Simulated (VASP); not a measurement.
# Bi (Fd-3m) in VASP: a series of runs

The runs below take Bi through single point, with LDA.

Program: VASP 6.6.1. These are calculated values, not measurements. Logs are shortened: lines on timing, memory, paths and dates and some standing lists are left out, and cuts for length are marked.

## 1. The cell of the first run

The structure is cubic, space group Fd-3m (No. 227). The conventional cell has a = 6.449 Å, b = 6.449 Å, c = 6.449 Å, α = 90.00°, β = 90.00°, γ = 90.00°. Bi (site symmetry -43m) has 4 Bi at 2.79 Å within 3.7 Å.

This isn't the form of Bi at room conditions, which is rhombohedral.

## 2. Single point, LDA (33.53 Å³/atom)

INCAR

```
SYSTEM = Bi
  ALGO = Normal
  EDIFF = 1E-7
  ENCUT = 520
  ISIF = 2
  ISMEAR = -1
  LASPH = .TRUE.
  LCHARG = .FALSE.
  LREAL = .FALSE.
  LWAVE = .FALSE.
  NBANDS = 22
  NELM = 60
  PREC = Accurate
  SIGMA = 0.08
```

KPOINTS

```
k-points
0
G
  11 11 11
  0 0 0
```

POSCAR

```
Bi
1.0
    0.0000000000      3.2245241069      3.2245241069
    3.2245241069      0.0000000000      3.2245241069
    3.2245241069      3.2245241069      0.0000000000
Bi
2
Direct
   -0.1250000000     -0.1250000000     -0.1250000000
    0.1250000000      0.1250000000      0.1250000000
```

Potentials or basis: VASP PAW LDA potentials, release 64 (Bi_d).

Started as:

```bash
$ cat potpaw_LDA.64/Bi_d/POTCAR > POTCAR
$ mpirun -np 1 vasp_std > vasp.out
```

OUTCAR:

```text
SYSTEM = Bi
   EDIFF = 1E-7
   ENCUT = 520
   ISIF = 2
   ISMEAR = -1
   LASPH = .TRUE.
   LREAL = .FALSE.
   NELM = 60
   PREC = Accurate

 ion  position               nearest neighbor table
   1  0.875  0.875  0.875-   2 2.79   2 2.79   2 2.79   2 2.79
   2  0.125  0.125  0.125-   1 2.79   1 2.79   1 2.79   1 2.79

  LATTYP: Found a face centered cubic cell.
 ALAT       =     6.4490482138

  Lattice vectors:

 A1 = (   0.0000000000,   3.2245241069,   3.2245241069)
 A2 = (   3.2245241069,   0.0000000000,   3.2245241069)
 A3 = (   3.2245241069,   3.2245241069,   0.0000000000)

Analysis of symmetry for initial positions (statically):
=====================================================================
 Subroutine PRICEL returns:
 Original cell was already a primitive cell.

 Routine SETGRP: Setting up the symmetry group for a
 face centered cubic supercell.

 Subroutine GETGRP returns: Found 48 space group operations
 (whereof 12 operations were pure point group operations)
 out of a pool of 48 trial point group operations.

The static configuration has the point symmetry D_3d.
 The point group associated with its full space group is O_h .

Analysis of symmetry for dynamics (positions and initial velocities):
=====================================================================
 Subroutine PRICEL returns:
 Original cell was already a primitive cell.

 Routine SETGRP: Setting up the symmetry group for a
 face centered cubic supercell.

 Subroutine GETGRP returns: Found 48 space group operations
 (whereof 12 operations were pure point group operations)
 out of a pool of 48 trial point group operations.

The dynamic configuration has the point symmetry D_3d.
 The point group associated with its full space group is O_h .

 Subroutine INISYM returns: Found 48 space group operations
 (whereof 12 operations are pure point group operations),
 and found     1 'primitive' translations

----------------------------------------------------------------------------------------

                                     Primitive cell

  volume of cell :      67.0543

  direct lattice vectors                    reciprocal lattice vectors
     0.000000000  3.224524107  3.224524107    -0.155061641  0.155061641  0.155061641
     3.224524107  0.000000000  3.224524107     0.155061641 -0.155061641  0.155061641
     3.224524107  3.224524107  0.000000000     0.155061641  0.155061641 -0.155061641

  length of vectors
     4.560165724  4.560165724  4.560165724     0.268574641  0.268574641  0.268574641

  position of ions in fractional coordinates (direct lattice)
     0.875000000  0.875000000  0.875000000
     0.125000000  0.125000000  0.125000000

  ion indices of the primitive-cell ions
   primitive index   ion index
                 1           1
                 2           2

----------------------------------------------------------------------------------------

 KPOINTS: k-points

Automatic generation of k-mesh.
 Grid dimensions read from file:
 generate k-points for:   11   11   11

 Generating k-lattice:

  Cartesian coordinates                     Fractional coordinates (reciprocal lattice)
    -0.014096513  0.014096513  0.014096513     0.090909091  0.000000000  0.000000000
     0.014096513 -0.014096513  0.014096513     0.000000000  0.090909091  0.000000000
     0.014096513  0.014096513 -0.014096513     0.000000000  0.000000000  0.090909091

  Length of vectors
     0.024415876  0.024415876  0.024415876

  Shift w.r.t. Gamma in fractional coordinates (k-lattice)
     0.000000000  0.000000000  0.000000000

 Subroutine IBZKPT returns following result:
 ===========================================

 Found     56 irreducible k-points:

 Following reciprocal coordinates:
            Coordinates               Weight
  0.000000  0.000000  0.000000      1.000000
  0.090909  0.000000  0.000000      8.000000
  0.181818  0.000000  0.000000      8.000000
  0.272727  0.000000  0.000000      8.000000
  0.363636  0.000000  0.000000      8.000000
  0.454545  0.000000  0.000000      8.000000
[... 16 lines left out ...]
 -0.272727  0.181818  0.000000     24.000000
 -0.181818  0.181818  0.000000     12.000000
 [... further k-points ...]
   k-points           NKPTS =     56   k-points in BZ     NKDIM =     56   number of bands    NBANDS=     22
   number of dos      NEDOS =    301   number of ions     NIONS =      2
   total plane-waves  NPLWV =  46656
   dimension x,y,z NGX =    36 NGY =   36 NGZ =   36
   dimension x,y,z NGXF=    72 NGYF=   72 NGZF=   72
   ions per type =               2
   NGX,Y,Z   is equivalent  to a cutoff of  13.12, 13.12, 13.12 a.u.
   NGXF,Y,Z  is equivalent  to a cutoff of  26.25, 26.25, 26.25 a.u.
 SYSTEM =  Bi
   PREC   = accura    normal or accurate (medium, high low for compatibility)
   ISTART =      0    job   : 0-new  1-cont  2-samecut
   ICHARG =      2    charge: 1-file 2-atom 10-const
   ISPIN  =      1    spin polarized calculation?
   LNONCOLLINEAR =      F non collinear calculations
   LSORBIT =      F    spin-orbit coupling
   LASPH  =      T    aspherical Exc in radial PAW
   ENCUT  =  520.0 eV  38.22 Ry    6.18 a.u.   8.48  8.48  8.48*2*pi/ulx,y,z
   NELM   =     60;   NELMIN=  2; NELMDL= -5     # of ELM steps
   EDIFF  = 0.1E-06   stopping-criterion for ELM
   LREAL  =      F    real-space projection
   EDIFFG = 0.1E-05   stopping-criterion for IOM
   NSW    =      0    number of steps for IOM
   IBRION =     -1    ionic relax: 0-MD 1-quasi-New 2-CG
   NFREE  =      0    steps in history (QN), initial steepest desc. (CG)
   ISIF   =      2    stress and relaxation
   ISYM   =      2    0-nonsym 1-usesym 2-fastsym
   POTIM  = 0.5000    time-step for ionic-motion
   TEBEG  =    0.0;   TEEND  =   0.0 temperature during run
   PSTRESS=    0.0 pullay stress
   NELECT =      30.0000    total number of electrons
   NUPDOWN=      -1.0000    fix difference up-down
   EMIN   =  10.00;   EMAX   =-10.00  energy-range for DOS
   EFERMI =   0.00;   METHOD = LEGACY
   ISMEAR =    -1;   SIGMA  =   0.08  broadening in eV -4-tet -1-fermi 0-gaus
   EFERMI_NEDOS =   21; number of points for ismear=-14 and -15
   IALGO  =     38    algorithm
   IMIX   =      4    mixing-type and parameters
     AMIX     =   0.40;   BMIX     =  1.00
     AMIX_MAG =   1.60;   BMIX_MAG =  1.00
  volume/ion in A,a.u.               =      33.53       226.25
  Fermi-wavevector in a.u.,A,eV,Ry     =   1.252102  2.366129 21.330653  1.567759
  Thomas-Fermi vector in A             =   2.386018
   LORBIT       =      0    0 simple, 1 ext, 2 COOP (PROOUT), +10 PAW based schemes
   GGA     = CA    functional components
   LHFCALC =     F    Hartree Fock is set to
   AEXX    =    0.0000 exact exchange contribution
   IVDW    =     0    specifies the selected vdW correction
   LEPSILON=     F    determine dielectric tensor
   LRPA    =     F    only Hartree local field effects (RPA)
 non-spin polarized calculation
  energy-cutoff  :      520.00
  volume of cell :       67.05
 maximum number of plane-waves:      1838
 NGX is ok and might be reduce to    36
   NGX = 17   NGY = 17   NGZ = 17

 number of electron      30.0000005 magnetization

 Free energy of the ion-electron system (eV)
  ---------------------------------------------------
  ext. energy  EPLUGINS =         0.00000000
  ---------------------------------------------------
  free energy    TOTEN  =        -7.50753201 eV

  energy without entropy =       -7.48867766  energy(sigma->0) =       -7.49810484

 E-fermi :   6.9522     XC(G=0):  -9.8171

 val. band max:        6.9340771395   @ k =   0.3636   0.2727   0.0000
 cond. band min:       7.2104342762   @ k =  -0.4545   0.3636   0.1818
 fundamental gap:      0.2763571366
 Fermi energy:         6.9522006345

 k-point     1 :       0.0000    0.0000    0.0000
  band No.  band energies     occupation
      1     -16.4723      2.00000
      2     -16.4723      2.00000
      3     -16.4723      2.00000
      4     -16.3608      2.00000
      5     -16.3608      2.00000
      6     -15.8804      2.00000
[... 14 lines left out ...]
     21      14.3003      0.00000
     22      14.3003      0.00000

 k-point     2 :       0.0909    0.0000    0.0000
  band No.  band energies     occupation
      1     -16.4813      2.00000
      2     -16.4813      2.00000
      3     -16.4696      2.00000
      4     -16.3480      2.00000
      5     -16.3480      2.00000
      6     -15.9015      2.00000
[... 14 lines left out ...]
     21      13.7237      0.00000
     22      13.9754      0.00000

 k-point     3 :       0.1818    0.0000    0.0000
  band No.  band energies     occupation
      1     -16.4985      2.00000
      2     -16.4985      2.00000
      3     -16.4621      2.00000
      4     -16.3210      2.00000
      5     -16.3210      2.00000
      6     -15.9287      2.00000
[... 14 lines left out ...]
     21      13.3168      0.00000
     22      13.7165      0.00000

 k-point     4 :       0.2727    0.0000    0.0000
  band No.  band energies     occupation
      1     -16.5133      2.00000
      2     -16.5133      2.00000
      3     -16.4520      2.00000
      4     -16.2946      2.00000
      5     -16.2946      2.00000
      6     -15.9505      2.00000
[... 14 lines left out ...]
     21      13.3496      0.00000
     22      14.5812      0.00000

 k-point     5 :       0.3636    0.0000    0.0000
  band No.  band energies     occupation
      1     -16.5227      2.00000
      2     -16.5227      2.00000
      3     -16.4421      2.00000
      4     -16.2762      2.00000
      5     -16.2762      2.00000
      6     -15.9639      2.00000
[... 417 lines left out ...]
 k-point    22 :      -0.3636    0.1818    0.0000
  band No.  band energies     occupation
      1     -16.5635      2.00000
      2     -16.5413      2.00000
      3     -16.3788      2.00000
      4     -16.2501      2.00000
      5     -16.2163      2.00000
      6     -16.0253      2.00000
[... 14 lines left out ...]
     21      14.1340      0.00000
     22      16.3371      0.00000

 k-point    23 :      -0.2727    0.1818    0.0000
  band No.  band energies     occupation
      1     -16.5496      2.00000
      2     -16.5379      2.00000
      3     -16.3971      2.00000
      4     -16.2757      2.00000
      5     -16.2277      2.00000
      6     -16.0215      2.00000
[... 14 lines left out ...]
     21      14.7604      0.00000
     22      15.5459      0.00000

 k-point    24 :      -0.1818    0.1818    0.0000
  band No.  band energies     occupation
      1     -16.5282      2.00000
      2     -16.5278      2.00000
      3     -16.4269      2.00000
      4     -16.2970      2.00000
      5     -16.2569      2.00000
      6     -15.9982      2.00000
[... 14 lines left out ...]
     21      13.6180      0.00000
     22      16.0428      0.00000

 [... further k-points ...]

------------------------ aborting loop because EDIFF is reached ----------------------------------------

  FORCE on cell =-STRESS in cart. coord.  units (eV):
  Direction    XX          YY          ZZ          XY          YZ          ZX
  --------------------------------------------------------------------------------------
  -------------------------------------------------------------------------------------
  Total        7.9557900      7.9557900      7.9557900      0.0000000      0.0000000     -0.0000000
  in kB      190.0933901    190.0933901    190.0933901      0.0000000      0.0000000     -0.0000000
  external PRESSURE =     190.0933901 kB  Pullay stress =       0.0000000 kB

 VOLUME and BASIS-vectors are now :
 -----------------------------------------------------------------------------
  energy-cutoff  :      520.00
  volume of cell :       67.05
      direct lattice vectors                 reciprocal lattice vectors
     0.000000000  3.224524107  3.224524107    -0.155061641  0.155061641  0.155061641
     3.224524107  0.000000000  3.224524107     0.155061641 -0.155061641  0.155061641
     3.224524107  3.224524107  0.000000000     0.155061641  0.155061641 -0.155061641

 POSITION                                       TOTAL-FORCE (eV/Angst)
 -----------------------------------------------------------------------------------
      5.64292      5.64292      5.64292        -0.000000      0.000000     -0.000000
      0.80613      0.80613      0.80613         0.000000     -0.000000      0.000000
 -----------------------------------------------------------------------------------
    total drift:                                0.000000      0.000000      0.000000

  FREE ENERGIE OF THE ION-ELECTRON SYSTEM (eV)
  ---------------------------------------------------
  free  energy   TOTEN  =        -7.5075320125 eV

  energy  without entropy=       -7.4886776627  energy(sigma->0) =       -7.49810484
```

Wall time 81 s (1 thread of Intel Xeon 8259CL, shared host); peak memory 0.2 GiB.

Results:

```yaml
Free_energy: -7.5075 eV
Pressure: 19.0 GPa
Band_gap_on_the_k_mesh: zero (bands 15 and 16 overlap by 1.32 eV)
```

Levels at points of the mesh, in eV from the Fermi level:
```
           k point  band 12  band 13  band 14  band 15  band 16  band 17  band 18  band 19
(0.00, 0.00, 0.00)    -6.23    -1.61    -1.61    -1.61     0.84     0.84     0.84     3.15
```

Caveat: the cell stands under pressure; spin-orbit coupling is left out, which moves the levels of the heavy elements.

## 3. Single point, LDA (38.00 Å³/atom)

This run uses another cell than the first one, of 38.00 Å³/atom.

INCAR

```
PREC = Accurate
ENCUT = 520
EDIFF = 1E-7
ISMEAR = -1
SIGMA = 0.08
LREAL = False
LASPH = True
NELM = 60
ALGO = Normal
ISIF = 2
LWAVE = False
LCHARG = True
GGA = CA
LELF = True
LVHAR = True
NBANDS = 22
```

KPOINTS

```
regular mesh
0
Gamma
  11 11 11
```

POSCAR

```
Bi
1.0
    0.0000000000      3.3619004469      3.3619004469
    3.3619004469      0.0000000000      3.3619004469
    3.3619004469      3.3619004469      0.0000000000
Bi
2
Direct
   -0.1250000000     -0.1250000000     -0.1250000000
    0.1250000000      0.1250000000      0.1250000000
```

Potentials or basis: VASP PAW LDA potentials, release 64 (Bi_d).

Started as:

```bash
$ cat potpaw_LDA.64/Bi_d/POTCAR > POTCAR
$ mpirun -np 1 vasp_std > vasp.out
```

OUTCAR:

```text
PREC = Accurate
   ENCUT = 520
   EDIFF = 1E-7
   ISMEAR = -1
   LREAL = False
   LASPH = True
   NELM = 60
   ISIF = 2
   GGA = CA

 ion  position               nearest neighbor table
   1  0.875  0.875  0.875-   2 2.91   2 2.91   2 2.91   2 2.91
   2  0.125  0.125  0.125-   1 2.91   1 2.91   1 2.91   1 2.91

  LATTYP: Found a face centered cubic cell.
 ALAT       =     6.7238008938

  Lattice vectors:

 A1 = (   0.0000000000,   3.3619004469,   3.3619004469)
 A2 = (   3.3619004469,   0.0000000000,   3.3619004469)
 A3 = (   3.3619004469,   3.3619004469,   0.0000000000)

Analysis of symmetry for initial positions (statically):
=====================================================================
 Subroutine PRICEL returns:
 Original cell was already a primitive cell.

 Routine SETGRP: Setting up the symmetry group for a
 face centered cubic supercell.

 Subroutine GETGRP returns: Found 48 space group operations
 (whereof 12 operations were pure point group operations)
 out of a pool of 48 trial point group operations.

[... 158 lines left out ...]
  ---------------------------------------------------
  free energy    TOTEN  =        -8.24135919 eV

  energy without entropy =       -8.22079894  energy(sigma->0) =       -8.23107906

 E-fermi :   5.5065     XC(G=0):  -9.2406

 val. band max:        5.4983415052   @ k =   0.1818   0.1818   0.0000
 cond. band min:       5.5672958152   @ k =  -0.4545   0.3636   0.1818
 fundamental gap:      0.0689543101
 Fermi energy:         5.5064901608

 k-point     1 :       0.0000    0.0000    0.0000
  band No.  band energies     occupation
      1     -17.5671      2.00000
      2     -17.5671      2.00000
      3     -17.5671      2.00000
      4     -17.4852      2.00000
      5     -17.4852      2.00000
      6     -17.1437      2.00000
[... 589 lines left out ...]
     21      11.9482      0.00000
     22      14.3383      0.00000

 [... further k-points ...]

------------------------ aborting loop because EDIFF is reached ----------------------------------------

  FORCE on cell =-STRESS in cart. coord.  units (eV):
  Direction    XX          YY          ZZ          XY          YZ          ZX
  --------------------------------------------------------------------------------------
  -------------------------------------------------------------------------------------
  Total        3.8828437      3.8828437      3.8828437     -0.0000000      0.0000000     -0.0000000
  in kB       81.8607929     81.8607929     81.8607929     -0.0000000      0.0000000     -0.0000000
  external PRESSURE =      81.8607929 kB  Pullay stress =       0.0000000 kB

 VOLUME and BASIS-vectors are now :
 -----------------------------------------------------------------------------
  energy-cutoff  :      520.00
  volume of cell :       75.99
      direct lattice vectors                 reciprocal lattice vectors
     0.000000000  3.361900447  3.361900447    -0.148725403  0.148725403  0.148725403
     3.361900447  0.000000000  3.361900447     0.148725403 -0.148725403  0.148725403
     3.361900447  3.361900447  0.000000000     0.148725403  0.148725403 -0.148725403

 POSITION                                       TOTAL-FORCE (eV/Angst)
 -----------------------------------------------------------------------------------
      5.88333      5.88333      5.88333        -0.000000      0.000000     -0.000000
      0.84048      0.84048      0.84048         0.000000     -0.000000      0.000000
 -----------------------------------------------------------------------------------
    total drift:                                0.000000      0.000000      0.000000

  FREE ENERGIE OF THE ION-ELECTRON SYSTEM (eV)
  ---------------------------------------------------
  free  energy   TOTEN  =        -8.2413591894 eV

  energy  without entropy=       -8.2207989397  energy(sigma->0) =       -8.23107906
```

OSZICAR:

```text
N       E                     dE             d eps       ncg     rms          rms(c)
DAV:   1     0.304806710934E+03    0.30481E+03   -0.16181E+04  2464   0.159E+03
DAV:   2     0.185785841402E+02   -0.28623E+03   -0.27899E+03  2506   0.428E+02
DAV:   3    -0.733815102220E+01   -0.25917E+02   -0.25467E+02  3040   0.144E+02
DAV:   4    -0.825651065920E+01   -0.91836E+00   -0.91723E+00  2912   0.298E+01
DAV:   5    -0.830228650538E+01   -0.45776E-01   -0.45775E-01  3568   0.596E+00    0.138E+00
DAV:   6    -0.826065760214E+01    0.41629E-01   -0.26439E-02  3124   0.126E+00    0.773E-01
DAV:   7    -0.824120810374E+01    0.19449E-01   -0.28156E-02  2772   0.122E+00    0.104E-01
DAV:   8    -0.824135326780E+01   -0.14516E-03   -0.17335E-03  2890   0.313E-01    0.162E-02
DAV:   9    -0.824135970147E+01   -0.64337E-05   -0.89804E-05  3576   0.581E-02    0.626E-03
DAV:  10    -0.824135943390E+01    0.26758E-06   -0.27207E-06  2940   0.122E-02    0.298E-03
DAV:  11    -0.824135920282E+01    0.23108E-06   -0.51083E-07  2346   0.427E-03    0.119E-03
DAV:  12    -0.824135918944E+01    0.13383E-07   -0.58263E-08  1604   0.283E-03
   1 F= -.82413592E+01 E0= -.82310791E+01  d E =-.205602E-01
```

stdout:

```text
POSCAR found type information on POSCAR Bi
 POSCAR found :  1 types and       2 ions
 scaLAPACK will be used
 LDA part: xc-table for (Slater(with rela. corr.)+CA(PZ))
 , standard interpolation
 POSCAR, INCAR and KPOINTS ok, starting setup
 FFT: planning ... GRIDC
 FFT: planning ... GRID_SOFT
 FFT: planning ... GRID
 WAVECAR not read
 entering main loop
```

Run time: 81 s. Hardware: 1 thread of Intel Xeon 8259CL, shared host; peak memory 0.21 GiB.

What came out:

```yaml
Free_energy: -8.2414 eV
Pressure: 8.2 GPa
Band_gap_on_the_k_mesh: zero (bands 15 and 16 overlap by 1.03 eV)
```

Caveat: the cell stands under pressure; spin-orbit coupling is left out, which moves the levels of the heavy elements.

[end of part 1 of 2]
